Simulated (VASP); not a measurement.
# Hf4HS8 (a cell with a defect) in VASP: single point with PBE+D3(BJ)

Aim: the single point of Hf4HS8 (a cell with a defect) with PBE+D3(BJ).

Program: VASP 6.6.1. These are calculated values, not measurements. Logs are shortened: lines on timing, memory, paths and dates and some standing lists are left out, and cuts for length are marked.

### Step 1. The cell of the first run

The cell holds a defect, 13 atoms: a = 6.804 Å, b = 6.804 Å, c = 7.212 Å, α = 105.36°, β = 105.36°, γ = 116.00°.

### Step 2. Single point, PBE+D3(BJ)

Input file INCAR:

```
SYSTEM = Hf4HS8
PREC = Accurate
ENCUT = 520
EDIFF = 1E-6
ISMEAR = 0
SIGMA = 0.02
LREAL = .FALSE.
LASPH = .TRUE.
NELM = 80
ALGO = Normal
ISIF = 2
LWAVE = .FALSE.
LCHARG = .FALSE.
GGA = PE
IVDW = 12
NELECT = 90.0
NBANDS = 56
```

Input file KPOINTS:

```
regular mesh
0
G
  3 3 3
  0 0 0
```

Input file POSCAR:

```
Hf4HS8
1.0
    3.6058628313      0.0000000000     -5.7703876582
    3.6058628313      0.0000000000      5.7703876582
   -3.6058628313     -6.2455376290      0.0000000000
Hf S H
4 8 1
Direct
    0.5076045079      0.5124606808      0.0044383689
    0.9972762916     -0.0090638963      0.0068616991
    0.4993001291      0.4973487871      0.4982089909
    0.9918572760     -0.0005065545      0.4891899115
    0.7950690365      0.5418647309      0.3333797863
    0.2949061620      0.0364165962      0.3364446946
    0.7928612848      0.5348463839      0.8329356589
    0.2925332510      0.0451178112      0.8286935901
    0.7009430980      0.9683429837      0.1643461398
    0.2059354907      0.4539359865      0.1640478468
    0.7086446440      0.9591817111      0.6701916230
    0.2061575547      0.4611745635      0.6660899745
    0.4322912376     -0.0466400169      0.7980701256
```

Potentials or basis: VASP PAW PBE potentials, release 64 (Hf_pv, S, H).

Command:

```bash
$ cat potpaw_PBE.64/Hf_pv/POTCAR potpaw_PBE.64/S/POTCAR potpaw_PBE.64/H/POTCAR > POTCAR
$ mpirun -np 1 vasp_std > vasp.out
```

OUTCAR:

```text
SYSTEM = Hf4HS8
   PREC = Accurate
   ENCUT = 520
   EDIFF = 1E-6
   ISMEAR = 0
   LREAL = .FALSE.
   LASPH = .TRUE.
   NELM = 80
   ISIF = 2
   GGA = PE
   IVDW = 12
   NELECT = 90.0
 IVDW          = 12

 ion  position               nearest neighbor table
   1  0.508  0.512  0.004-   9 2.53   7 2.54   5 2.54  10 2.54  12 2.56   8 2.58   2 3.48   4 3.50
                             3 3.60   3 3.61   4 3.71   2 3.73
   2  0.997  0.991  0.007-   6 2.52   7 2.52   9 2.53  10 2.56  11 2.57   8 2.61   4 3.47   1 3.48
                             3 3.59   3 3.62   1 3.73   4 3.74
   3  0.499  0.497  0.498-  10 2.54   5 2.55   6 2.55  12 2.55  11 2.55   7 2.56   2 3.59   4 3.59
                             1 3.60   1 3.61   4 3.62   2 3.62
   4  0.992  0.999  0.489-   9 2.52   6 2.53   5 2.54  12 2.55  11 2.56   8 2.58   2 3.47   1 3.50
                             3 3.59   3 3.62   1 3.71   2 3.74
   5  0.795  0.542  0.333-   1 2.54   4 2.54   3 2.55
   6  0.295  0.036  0.336-   2 2.52   4 2.53   3 2.55
   7  0.793  0.535  0.833-   2 2.52   1 2.54   3 2.56
   8  0.293  0.045  0.829-  13 1.38   1 2.58   4 2.58   2 2.61
   9  0.701  0.968  0.164-   4 2.52   1 2.53   2 2.53
  10  0.206  0.454  0.164-   3 2.54   1 2.54   2 2.56
  11  0.709  0.959  0.670-   3 2.55   4 2.56   2 2.57
  12  0.206  0.461  0.666-   4 2.55   3 2.55   1 2.56
  13  0.432  0.953  0.798-   8 1.38

  LATTYP: Found a face centered orthorhombic cell.
 ALAT       =     7.2117256626
 B/A-ratio  =     1.6002793029
 C/A-ratio  =     1.7320508076

  Lattice vectors:

 A1 = (   0.0000000000,  -6.2455376290,   5.7703876582)
 A2 = (   3.6058628313,  -6.2455376290,   0.0000000000)
 A3 = (   3.6058628313,   0.0000000000,   5.7703876582)

Analysis of symmetry for initial positions (statically):
=====================================================================
 Subroutine PRICEL returns:
 Original cell was already a primitive cell.

 Routine SETGRP: Setting up the symmetry group for a
 face centered orthorhombic supercell.

 Subroutine GETGRP returns: Found  1 space group operations
 (whereof  1 operations were pure point group operations)
 out of a pool of  8 trial point group operations.

The static configuration has the point symmetry C_1 .

Analysis of symmetry for dynamics (positions and initial velocities):
=====================================================================
 Subroutine PRICEL returns:
 Original cell was already a primitive cell.

 Routine SETGRP: Setting up the symmetry group for a
 face centered orthorhombic supercell.

 Subroutine GETGRP returns: Found  1 space group operations
 (whereof  1 operations were pure point group operations)
 out of a pool of  8 trial point group operations.

The dynamic configuration has the point symmetry C_1 .

 Subroutine INISYM returns: Found  1 space group operations
 (whereof  1 operations are pure point group operations),
 and found     1 'primitive' translations

----------------------------------------------------------------------------------------

                                     Primitive cell

  volume of cell :     259.9046

  direct lattice vectors                    reciprocal lattice vectors
     3.605862831  0.000000000 -5.770387658     0.138663067 -0.080057159 -0.086649291
     3.605862831  0.000000000  5.770387658     0.138663067 -0.080057159  0.086649291
    -3.605862831 -6.245537629  0.000000000     0.000000000 -0.160114318  0.000000000

  length of vectors
     6.804382447  6.804382447  7.211725663     0.182056844  0.182056844  0.160114318

  position of ions in fractional coordinates (direct lattice)
     0.507604508  0.512460681  0.004438369
     0.997276292  0.990936104  0.006861699
     0.499300129  0.497348787  0.498208991
     0.991857276  0.999493446  0.489189911
     0.795069037  0.541864731  0.333379786
     0.294906162  0.036416596  0.336444695
     0.792861285  0.534846384  0.832935659
     0.292533251  0.045117811  0.828693590
     0.700943098  0.968342984  0.164346140
     0.205935491  0.453935986  0.164047847
     0.708644644  0.959181711  0.670191623
     0.206157555  0.461174564  0.666089974
     0.432291238  0.953359983  0.798070126

  ion indices of the primitive-cell ions
   primitive index   ion index
                 1           1
                 2           2
                 3           3
                 4           4
                 5           5
                 6           6
                 7           7
                 8           8
                 9           9
                10          10
                11          11
                12          12
                13          13

----------------------------------------------------------------------------------------

 KPOINTS: regular mesh

Automatic generation of k-mesh.
 Grid dimensions read from file:
 generate k-points for:    3    3    3

 Generating k-lattice:

  Cartesian coordinates                     Fractional coordinates (reciprocal lattice)
     0.046221022 -0.026685720 -0.028883097     0.333333333  0.000000000 -0.000000000
     0.046221022 -0.026685720  0.028883097     0.000000000  0.333333333 -0.000000000
     0.000000000 -0.053371439  0.000000000     0.000000000  0.000000000  0.333333333

  Length of vectors
     0.060685615  0.060685615  0.053371439

  Shift w.r.t. Gamma in fractional coordinates (k-lattice)
     0.000000000  0.000000000  0.000000000

 Subroutine IBZKPT returns following result:
 ===========================================

 Found     14 irreducible k-points:

 Following reciprocal coordinates:
            Coordinates               Weight
  0.000000  0.000000  0.000000      1.000000
  0.333333  0.000000 -0.000000      2.000000
  0.000000  0.333333 -0.333333      2.000000
 -0.000000 -0.333333  0.000000      2.000000
 -0.333333 -0.000000  0.333333      2.000000
  0.333333  0.333333 -0.000000      2.000000
  0.333333  0.333333  0.333333      2.000000
 -0.333333  0.333333  0.000000      2.000000
  0.000000  0.000000  0.333333      2.000000
  0.333333  0.000000  0.333333      2.000000
  0.000000  0.333333  0.333333      2.000000
 -0.333333  0.333333  0.333333      2.000000
 -0.333333  0.333333 -0.333333      2.000000
 -0.333333 -0.333333  0.333333      2.000000
   k-points           NKPTS =     14   k-points in BZ     NKDIM =     14   number of bands    NBANDS=     56
   number of dos      NEDOS =    301   number of ions     NIONS =     13
   total plane-waves  NPLWV = 157464
   dimension x,y,z NGX =    54 NGY =   54 NGZ =   54
   dimension x,y,z NGXF=   108 NGYF=  108 NGZF=  108
   ions per type =               4   8   1
   NGX,Y,Z   is equivalent  to a cutoff of  13.19, 13.19, 12.45 a.u.
   NGXF,Y,Z  is equivalent  to a cutoff of  26.39, 26.39, 24.90 a.u.
 SYSTEM =  Hf4HS8
   PREC   = accura    normal or accurate (medium, high low for compatibility)
   ISTART =      0    job   : 0-new  1-cont  2-samecut
   ICHARG =      2    charge: 1-file 2-atom 10-const
   ISPIN  =      1    spin polarized calculation?
   LNONCOLLINEAR =      F non collinear calculations
   LSORBIT =      F    spin-orbit coupling
   LASPH  =      T    aspherical Exc in radial PAW
   ENCUT  =  520.0 eV  38.22 Ry    6.18 a.u.  12.65 12.65 13.41*2*pi/ulx,y,z
   NELM   =     80;   NELMIN=  2; NELMDL= -5     # of ELM steps
   EDIFF  = 0.1E-05   stopping-criterion for ELM
   LREAL  =      F    real-space projection
   EDIFFG = 0.1E-04   stopping-criterion for IOM
   NSW    =      0    number of steps for IOM
   IBRION =     -1    ionic relax: 0-MD 1-quasi-New 2-CG
   NFREE  =      0    steps in history (QN), initial steepest desc. (CG)
   ISIF   =      2    stress and relaxation
   ISYM   =      2    0-nonsym 1-usesym 2-fastsym
   POTIM  = 0.5000    time-step for ionic-motion
   TEBEG  =    0.0;   TEEND  =   0.0 temperature during run
   PSTRESS=    0.0 pullay stress
   NELECT =      90.0000    total number of electrons
   NUPDOWN=      -1.0000    fix difference up-down
   EMIN   =  10.00;   EMAX   =-10.00  energy-range for DOS
   EFERMI =   0.00;   METHOD = LEGACY
   ISMEAR =     0;   SIGMA  =   0.02  broadening in eV -4-tet -1-fermi 0-gaus
   EFERMI_NEDOS =   21; number of points for ismear=-14 and -15
   IALGO  =     38    algorithm
   IMIX   =      4    mixing-type and parameters
     AMIX     =   0.40;   BMIX     =  1.00
     AMIX_MAG =   1.60;   BMIX_MAG =  1.00
  volume/ion in A,a.u.               =      19.99       134.92
  Fermi-wavevector in a.u.,A,eV,Ry     =   1.149611  2.172450 17.981541  1.321606
  Thomas-Fermi vector in A             =   2.286280
   LORBIT       =      0    0 simple, 1 ext, 2 COOP (PROOUT), +10 PAW based schemes
   GGA     = PE    functional components
   LHFCALC =     F    Hartree Fock is set to
   AEXX    =    0.0000 exact exchange contribution
   IVDW    =    12    specifies the selected vdW correction
   LEPSILON=     F    determine dielectric tensor
   LRPA    =     F    only Hartree local field effects (RPA)
 non-spin polarized calculation
 Gauss-broadening in eV      SIGMA  =   0.02
  energy-cutoff  :      520.00
  volume of cell :      259.90
 maximum number of plane-waves:      7055
 NGX is ok and might be reduce to    50
   NGX = 25   NGY = 25   NGZ = 27

 number of electron      90.0000000 magnetization

 Free energy of the ion-electron system (eV)
  ---------------------------------------------------
  ext. energy  EPLUGINS =         0.00000000
  ---------------------------------------------------
  free energy    TOTEN  =       -88.94804673 eV

  energy without entropy =      -88.94804673  energy(sigma->0) =      -88.94804673

 E-fermi :   5.0883     XC(G=0):  -9.9841

 val. band max:        4.9356418069   @ k =   0.0000   0.3333  -0.3333
 cond. band min:       5.3853664820   @ k =   0.0000   0.3333  -0.3333
 fundamental gap:      0.4497246751
 Fermi energy:         5.0882989420

 k-point     1 :       0.0000    0.0000    0.0000
  band No.  band energies     occupation
      1     -26.7981      2.00000
      2     -26.7894      2.00000
      3     -26.7846      2.00000
      4     -26.6395      2.00000
      5     -26.6351      2.00000
      6     -26.6312      2.00000
[... 48 lines left out ...]
     55       8.1107      0.00000
     56       8.1810      0.00000

 k-point     2 :       0.3333    0.0000   -0.0000
  band No.  band energies     occupation
      1     -26.7707      2.00000
      2     -26.7623      2.00000
      3     -26.7422      2.00000
      4     -26.6627      2.00000
      5     -26.6467      2.00000
      6     -26.6305      2.00000
[... 48 lines left out ...]
     55       8.0076      0.00000
     56       8.0752      0.00000

 k-point     3 :       0.0000    0.3333   -0.3333
  band No.  band energies     occupation
      1     -26.7706      2.00000
      2     -26.7565      2.00000
      3     -26.7447      2.00000
      4     -26.6706      2.00000
      5     -26.6435      2.00000
      6     -26.6314      2.00000
[... 582 lines left out ...]
 k-point    13 :      -0.3333    0.3333   -0.3333
  band No.  band energies     occupation
      1     -26.7719      2.00000
      2     -26.7626      2.00000
      3     -26.7409      2.00000
      4     -26.6621      2.00000
      5     -26.6455      2.00000
      6     -26.6306      2.00000
[... 48 lines left out ...]
     55       8.0115      0.00000
     56       8.0337      0.00000

 k-point    14 :      -0.3333   -0.3333    0.3333
  band No.  band energies     occupation
      1     -26.7392      2.00000
      2     -26.7334      2.00000
      3     -26.7235      2.00000
      4     -26.6871      2.00000
      5     -26.6806      2.00000
      6     -26.6282      2.00000
[... 48 lines left out ...]
     55       7.8398      0.00000
     56       7.9345      0.00000

------------------------ aborting loop because EDIFF is reached ----------------------------------------

 Edisp (eV)   -4.22215

 E8    (eV) :    -1.8054

  FORCE on cell =-STRESS in cart. coord.  units (eV):
  Direction    XX          YY          ZZ          XY          YZ          ZX
  --------------------------------------------------------------------------------------
  -------------------------------------------------------------------------------------
  Total       4.93623     5.05700     9.68802    -0.11567     0.39920     0.61344
  in kB      30.42932    31.17378    59.72164    -0.71302     2.46088     3.78154
  external pressure =       40.44 kB  Pullay stress =        0.00 kB

 VOLUME and BASIS-vectors are now :
 -----------------------------------------------------------------------------
  energy-cutoff  :      520.00
  volume of cell :      259.90
      direct lattice vectors                 reciprocal lattice vectors
     3.605862831  0.000000000 -5.770387658     0.138663067 -0.080057159 -0.086649291
     3.605862831  0.000000000  5.770387658     0.138663067 -0.080057159  0.086649291
    -3.605862831 -6.245537629  0.000000000     0.000000000 -0.160114318  0.000000000

 POSITION                                       TOTAL-FORCE (eV/Angst)
 -----------------------------------------------------------------------------------
      3.66221     -0.02772      0.02802         0.017467     -0.003869      0.014033
      7.14448     -0.04285     -0.03659        -0.025154     -0.012251      0.012099
      1.79731     -3.11158     -0.01126         0.012083      0.001603      0.004719
      5.41659     -3.05525      0.04406         0.004924      0.016948     -0.001791
      3.61868     -2.08214     -1.46109         0.001782      0.006717      0.054898
     -0.01847     -2.10128     -1.49159         0.006081      0.008678      0.063838
      1.78408     -5.20213     -1.48885         0.011329      0.001724      0.061361
     -1.77063     -5.17564     -1.42768         0.010169      0.006201     -0.004852
      5.42661     -1.02643      1.54300         0.007763      0.001087     -0.065955
      1.78787     -1.02457      1.43106         0.010235     -0.000518     -0.059703
      3.59733     -4.18571      1.44570         0.012124      0.012205     -0.062526
      0.00448     -4.16009      1.47155         0.005557      0.004063     -0.064978
      2.11874     -4.98438      3.00677        -0.074360     -0.042590      0.048857
 -----------------------------------------------------------------------------------
    total drift:                               -0.000056     -0.000195      0.000486

  FREE ENERGIE OF THE ION-ELECTRON SYSTEM (eV)
  ---------------------------------------------------
  free  energy   TOTEN  =       -93.1701958277 eV

  energy  without entropy=      -93.1701958277  energy(sigma->0) =      -93.17019583
```

Run time: 7.3 min. Hardware: 1 thread of AMD EPYC 7R13 (Zen 3), shared host; peak memory 0.45 GiB.

What came out:

```
Free energy                : -93.1702 eV
Largest force              : 0.099 eV/Å
Dispersion energy per atom : -0.325 eV
```

Forces on the atoms (eV/Å):
```
Hf   0.017 -0.004  0.014
Hf  -0.025 -0.012  0.012
Hf   0.012  0.002  0.005
Hf   0.005  0.017 -0.002
S    0.002  0.007  0.055
S    0.006  0.009  0.064
S    0.011  0.002  0.061
S    0.010  0.006 -0.005
S    0.008  0.001 -0.066
S    0.010 -0.001 -0.060
S    0.012  0.012 -0.063
S    0.006  0.004 -0.065
H   -0.074 -0.043  0.049
```

Caveat: the k points lie up to 0.38 Å⁻¹ apart; the cell carries a net charge on a neutralising background, which shifts energy and pressure; the cell is charged against a uniform background, so pressure and absolute levels hang on convention; spin-orbit coupling is left out, which moves the levels of the heavy elements.
